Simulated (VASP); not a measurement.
# Nb3B5 (P4mm) in VASP: relaxation of cell and atoms with PBE

Aim: the relaxation of cell and atoms of Nb3B5 with PBE.

Everything below comes from runs of VASP 6.6.1. Logs are shortened: lines on timing, memory, paths and dates and some standing lists are left out, and cuts for length are marked.

## 1. The cell of the first run

The structure is tetragonal, space group P4mm (No. 99). Conventional cell: a = 5.035 Å, b = 5.035 Å, c = 3.274 Å, α = 90.00°, β = 90.00°, γ = 90.00°. Nb (site symmetry 2mm) has 10 B at 2.46 to 2.55 Å and 6 Nb at 3.00 to 3.27 Å within 3.3 Å. Nb (site symmetry 4mm) has 4 B at 2.28 Å and 8 Nb at 3.00 to 3.01 Å within 3.1 Å. Within 2.3 Å of B (site symmetry m) lie 3 B at 1.77 to 1.81 Å and 1 Nb at 2.28 Å. Within 2.3 Å of B (site symmetry 4mm) lie 4 B at 1.77 Å.

The cell was generated, and may not be a known phase.

## 2. Relaxation of cell and atoms, PBE

INCAR

```
SYSTEM = Nb3B5
  ALGO = Normal
  EDIFF = 1E-6
  EDIFFG = -0.01
  ENCUT = 600
  GGA = PE
  IBRION = 2
  ISIF = 3
  ISMEAR = 0
  LASPH = .TRUE.
  LCHARG = .FALSE.
  LREAL = .FALSE.
  LWAVE = .FALSE.
  NELM = 80
  NSW = 100
  PREC = Accurate
  SIGMA = 0.1
```

KPOINTS

```
k-points
0
G
  6 6 10
  0 0 0
```

POSCAR

```
Nb3B5
1.0
    5.0349520296      0.0000000000      0.0000000000
    0.0000000000      5.0349520296      0.0000000000
    0.0000000000      0.0000000000      3.2735445427
Nb B
3 5
Direct
    0.5000000000      0.0000000000      0.1117590814
    0.0000000000      0.5000000000      0.1117590814
    0.5000000000      0.5000000000      0.6158382641
    0.1798117394      0.1798117394      0.6086834408
    0.8201882606      0.8201882606      0.6086834408
    0.8201882606      0.1798117394      0.6086834408
    0.1798117394      0.8201882606      0.6086834408
    0.0000000000      0.0000000000      0.9800457898
```

Potentials or basis: VASP PAW PBE potentials, release 64 (Nb_sv, B).

Command:

```
> cat potpaw_PBE.64/Nb_sv/POTCAR potpaw_PBE.64/B/POTCAR > POTCAR
> mpirun -np 1 vasp_std > vasp.out
```

OUTCAR:

```text
SYSTEM = Nb3B5
   EDIFF = 1E-6
   EDIFFG = -0.01
   ENCUT = 600
   GGA = PE
   IBRION = 2
   ISIF = 3
   ISMEAR = 0
   LASPH = .TRUE.
   LREAL = .FALSE.
   NELM = 80
   NSW = 100
   PREC = Accurate

 ion  position               nearest neighbor table
   1  0.500  0.000  0.112-   4 2.46   5 2.46   6 2.46   7 2.46   4 2.48   5 2.48   6 2.48   7 2.48
                             8 2.55   8 2.55   3 3.00   3 3.00   3 3.01   3 3.01
   2  0.000  0.500  0.112-   4 2.46   5 2.46   6 2.46   7 2.46   4 2.48   5 2.48   6 2.48   7 2.48
                             8 2.55   8 2.55   3 3.00   3 3.00   3 3.01   3 3.01
   3  0.500  0.500  0.616-   4 2.28   5 2.28   6 2.28   7 2.28   1 3.00   2 3.00   1 3.00   2 3.00
                             1 3.01   1 3.01   2 3.01   2 3.01
   4  0.180  0.180  0.609-   8 1.77   7 1.81   6 1.81   3 2.28   1 2.46   2 2.46   1 2.48   2 2.48

   5  0.820  0.820  0.609-   8 1.77   7 1.81   6 1.81   3 2.28   1 2.46   2 2.46   1 2.48   2 2.48

   6  0.820  0.180  0.609-   8 1.77   5 1.81   4 1.81   3 2.28   1 2.46   2 2.46   1 2.48   2 2.48

   7  0.180  0.820  0.609-   8 1.77   5 1.81   4 1.81   3 2.28   1 2.46   2 2.46   1 2.48   2 2.48

   8  0.000  0.000  0.980-   4 1.77   5 1.77   6 1.77   7 1.77   1 2.55   2 2.55   2 2.55   1 2.55

  LATTYP: Found a simple tetragonal cell.
 ALAT       =     5.0349520296
 C/A-ratio  =     0.6501639983

  Lattice vectors:

 A1 = (   5.0349520296,   0.0000000000,   0.0000000000)
 A2 = (   0.0000000000,   5.0349520296,   0.0000000000)
 A3 = (   0.0000000000,   0.0000000000,   3.2735445427)

Analysis of symmetry for initial positions (statically):
=====================================================================
 Subroutine PRICEL returns:
 Original cell was already a primitive cell.

 Routine SETGRP: Setting up the symmetry group for a
 simple tetragonal supercell.

 Subroutine GETGRP returns: Found  8 space group operations
 (whereof  8 operations were pure point group operations)
 out of a pool of 16 trial point group operations.

The static configuration has the point symmetry C_4v.

Analysis of symmetry for dynamics (positions and initial velocities):
=====================================================================
 Subroutine PRICEL returns:
 Original cell was already a primitive cell.

 Routine SETGRP: Setting up the symmetry group for a
 simple tetragonal supercell.

 Subroutine GETGRP returns: Found  8 space group operations
 (whereof  8 operations were pure point group operations)
 out of a pool of 16 trial point group operations.

The dynamic configuration has the point symmetry C_4v.

 Subroutine INISYM returns: Found  8 space group operations
 (whereof  8 operations are pure point group operations),
 and found     1 'primitive' translations

----------------------------------------------------------------------------------------

                                     Primitive cell

  volume of cell :      82.9868

  direct lattice vectors                    reciprocal lattice vectors
     5.034952030  0.000000000  0.000000000     0.198611624  0.000000000  0.000000000
     0.000000000  5.034952030  0.000000000     0.000000000  0.198611624  0.000000000
     0.000000000  0.000000000  3.273544543     0.000000000  0.000000000  0.305479271

  length of vectors
     5.034952030  5.034952030  3.273544543     0.198611624  0.198611624  0.305479271

  position of ions in fractional coordinates (direct lattice)
     0.500000000  0.000000000  0.111759081
     0.000000000  0.500000000  0.111759081
     0.500000000  0.500000000  0.615838264
     0.179811739  0.179811739  0.608683441
     0.820188261  0.820188261  0.608683441
     0.820188261  0.179811739  0.608683441
     0.179811739  0.820188261  0.608683441
     0.000000000  0.000000000  0.980045790

  ion indices of the primitive-cell ions
   primitive index   ion index
                 1           1
                 2           2
                 3           3
                 4           4
                 5           5
                 6           6
                 7           7
                 8           8

----------------------------------------------------------------------------------------

 KPOINTS: k-points

Automatic generation of k-mesh.
 Grid dimensions read from file:
 generate k-points for:    6    6   10

 Generating k-lattice:

  Cartesian coordinates                     Fractional coordinates (reciprocal lattice)
     0.033101937  0.000000000  0.000000000     0.166666667  0.000000000  0.000000000
     0.000000000  0.033101937  0.000000000     0.000000000  0.166666667  0.000000000
     0.000000000  0.000000000  0.030547927     0.000000000  0.000000000  0.100000000

  Length of vectors
     0.033101937  0.033101937  0.030547927

  Shift w.r.t. Gamma in fractional coordinates (k-lattice)
     0.000000000  0.000000000  0.000000000

 Subroutine IBZKPT returns following result:
 ===========================================

 Found     60 irreducible k-points:

 Following reciprocal coordinates:
            Coordinates               Weight
  0.000000  0.000000  0.000000      1.000000
  0.166667  0.000000  0.000000      4.000000
  0.333333  0.000000  0.000000      4.000000
  0.500000  0.000000  0.000000      2.000000
  0.166667  0.166667  0.000000      4.000000
  0.333333  0.166667  0.000000      8.000000
[... 16 lines left out ...]
  0.333333  0.000000  0.200000      8.000000
  0.500000  0.000000  0.200000      4.000000
 [... further k-points ...]
   k-points           NKPTS =     60   k-points in BZ     NKDIM =     60   number of bands    NBANDS=     32
   number of dos      NEDOS =    301   number of ions     NIONS =      8
   total plane-waves  NPLWV =  44800
   dimension x,y,z NGX =    40 NGY =   40 NGZ =   28
   dimension x,y,z NGXF=    80 NGYF=   80 NGZF=   56
   ions per type =               3   5
   NGX,Y,Z   is equivalent  to a cutoff of  13.21, 13.21, 14.22 a.u.
   NGXF,Y,Z  is equivalent  to a cutoff of  26.41, 26.41, 28.44 a.u.
 SYSTEM =  Nb3B5
   PREC   = accura    normal or accurate (medium, high low for compatibility)
   ISTART =      0    job   : 0-new  1-cont  2-samecut
   ICHARG =      2    charge: 1-file 2-atom 10-const
   ISPIN  =      1    spin polarized calculation?
   LNONCOLLINEAR =      F non collinear calculations
   LSORBIT =      F    spin-orbit coupling
   LASPH  =      T    aspherical Exc in radial PAW
   ENCUT  =  600.0 eV  44.10 Ry    6.64 a.u.  10.06 10.06  6.54*2*pi/ulx,y,z
   NELM   =     80;   NELMIN=  2; NELMDL= -5     # of ELM steps
   EDIFF  = 0.1E-05   stopping-criterion for ELM
   LREAL  =      F    real-space projection
   EDIFFG = -.1E-01   stopping-criterion for IOM
   NSW    =    100    number of steps for IOM
   IBRION =      2    ionic relax: 0-MD 1-quasi-New 2-CG
   NFREE  =      1    steps in history (QN), initial steepest desc. (CG)
   ISIF   =      3    stress and relaxation
   ISYM   =      2    0-nonsym 1-usesym 2-fastsym
   POTIM  = 0.5000    time-step for ionic-motion
   TEBEG  =    0.0;   TEEND  =   0.0 temperature during run
   PSTRESS=    0.0 pullay stress
   NELECT =      54.0000    total number of electrons
   NUPDOWN=      -1.0000    fix difference up-down
   EMIN   =  10.00;   EMAX   =-10.00  energy-range for DOS
   EFERMI =   0.00;   METHOD = LEGACY
   ISMEAR =     0;   SIGMA  =   0.10  broadening in eV -4-tet -1-fermi 0-gaus
   EFERMI_NEDOS =   21; number of points for ismear=-14 and -15
   IALGO  =     38    algorithm
   IMIX   =      4    mixing-type and parameters
     AMIX     =   0.40;   BMIX     =  1.00
     AMIX_MAG =   1.60;   BMIX_MAG =  1.00
  volume/ion in A,a.u.               =      10.37        70.00
  Fermi-wavevector in a.u.,A,eV,Ry     =   1.418632  2.680826 27.381956  2.012517
  Thomas-Fermi vector in A             =   2.539737
   LORBIT       =      0    0 simple, 1 ext, 2 COOP (PROOUT), +10 PAW based schemes
   GGA     = PE    functional components
   LHFCALC =     F    Hartree Fock is set to
   AEXX    =    0.0000 exact exchange contribution
   IVDW    =     0    specifies the selected vdW correction
   LEPSILON=     F    determine dielectric tensor
   LRPA    =     F    only Hartree local field effects (RPA)
 conjugate gradient relaxation of ions
 non-spin polarized calculation
 Gauss-broadening in eV      SIGMA  =   0.10
  energy-cutoff  :      600.00
  volume of cell :       82.99
 maximum number of plane-waves:      2796
   NGX = 21   NGY = 21   NGZ = 13

--------------------------------------- Ionic step        1  -------------------------------------------

 number of electron      54.0000000 magnetization

 Free energy of the ion-electron system (eV)
  ---------------------------------------------------
  ext. energy  EPLUGINS =         0.00000000
  ---------------------------------------------------
  free energy    TOTEN  =       -66.22754922 eV

  energy without entropy =      -66.21031491  energy(sigma->0) =      -66.21893206

------------------------ aborting loop because EDIFF is reached ----------------------------------------

  FORCE on cell =-STRESS in cart. coord.  units (eV):
  Direction    XX          YY          ZZ          XY          YZ          ZX
  --------------------------------------------------------------------------------------
  -------------------------------------------------------------------------------------
  Total       -0.5328223     -0.5328223      0.4935083      0.0000000      0.0000000      0.0000000
  in kB      -10.2868893    -10.2868893      9.5278767      0.0000000      0.0000000      0.0000000
  external PRESSURE =      -3.6819673 kB  Pullay stress =       0.0000000 kB
[... 279 lines left out ...]
  energy  without entropy=      -66.2151012109  energy(sigma->0) =      -66.22298629

--------------------------------------- Ionic step        8  -------------------------------------------

 number of electron      54.0000002 magnetization

 Free energy of the ion-electron system (eV)
  ---------------------------------------------------
  ext. energy  EPLUGINS =         0.00000000
  ---------------------------------------------------
  free energy    TOTEN  =       -66.23089135 eV

  energy without entropy =      -66.21516171  energy(sigma->0) =      -66.22302653

 E-fermi :  11.1732     XC(G=0): -12.6983

 val. band max:       11.1719366936   @ k =   0.5000   0.3333   0.2000
 cond. band min:      11.1773090579   @ k =   0.5000   0.3333   0.4000
 fundamental gap:      0.0053723643
 Fermi energy:        11.1732010520

 k-point     1 :       0.0000    0.0000    0.0000
  band No.  band energies     occupation
      1     -44.4717      2.00000
      2     -44.4486      2.00000
      3     -43.4961      2.00000
      4     -20.7210      2.00000
      5     -20.7210      2.00000
      6     -20.5332      2.00000
[... 829 lines left out ...]
     31      12.7605      0.00000
     32      13.3114      0.00000

 [... further k-points ...]

------------------------ aborting loop because EDIFF is reached ----------------------------------------

  FORCE on cell =-STRESS in cart. coord.  units (eV):
  Direction    XX          YY          ZZ          XY          YZ          ZX
  --------------------------------------------------------------------------------------
  -------------------------------------------------------------------------------------
  Total        0.0091335      0.0091335      0.0174902      0.0000000      0.0000000      0.0000000
  in kB        0.1763883      0.1763883      0.3377739      0.0000000      0.0000000      0.0000000
  external PRESSURE =       0.2301835 kB  Pullay stress =       0.0000000 kB
[... 23 lines left out ...]
  FREE ENERGIE OF THE ION-ELECTRON SYSTEM (eV)
  ---------------------------------------------------
  free  energy   TOTEN  =       -66.2308913463 eV

  energy  without entropy=      -66.2151617095  energy(sigma->0) =      -66.22302653

 reached required accuracy - stopping structural energy minimisation
```

It took 24 min on 1 thread of Intel Xeon 8259CL, shared host; peak memory 0.31 GiB.

What came out:

```
Free energy                           : -66.2309 eV
Relaxed volume                        : 10.37 Å³/atom
Relaxed cell                          : a = 5.021 Å, b = 5.021 Å, c = 3.291 Å, α = 90.00°, β = 90.00°, γ = 90.00°
Space group after relaxing (to 0.1 Å) : P4mm (No. 99)
Energy gained by relaxing             : 0.4 meV/atom
Ionic steps                           : 8
Pressure after relaxing               : 0.0 GPa
Largest force after relaxing          : 0.008 eV/Å
Band gap on the k mesh                : zero (bands 27 and 28 overlap by 1.28 eV)
```

Forces in eV/Å, atoms in the order of the input:
```
Nb   0.000  0.000  0.001
Nb   0.000  0.000  0.001
Nb   0.000  0.000  0.008
B    0.002  0.002 -0.003
B   -0.002 -0.002 -0.003
B   -0.002  0.002 -0.003
B    0.002 -0.002 -0.003
B    0.000  0.000  0.002
```

Step by step:
```tsv
step	energy change (eV)	largest force (eV/Å)	pressure (GPa)	volume (Å³)
1	0.0000	0.0789	-0.37	82.99
2	-0.0027	0.0292	0.67	82.70
3	-0.0028	0.0201	0.52	82.74
4	-0.0030	0.0618	-0.37	83.06
5	-0.0032	0.0278	-0.01	82.93
6	-0.0033	0.0229	0.00	82.94
7	-0.0033	0.0173	0.01	82.95
8	-0.0033	0.0083	0.02	82.96
```

Final structure:
```
CELL_PARAMETERS angstrom
5.02112 0.00000 0.00000
0.00000 5.02112 0.00000
0.00000 0.00000 3.29063
ATOMIC_POSITIONS crystal
Nb 0.50000 0.00000 0.11076
Nb 0.00000 0.50000 0.11076
Nb 0.50000 0.50000 0.61647
B 0.17961 0.17961 0.60915
B 0.82039 0.82039 0.60915
B 0.82039 0.17961 0.60915
B 0.17961 0.82039 0.60915
B 0.00000 0.00000 0.97952
```
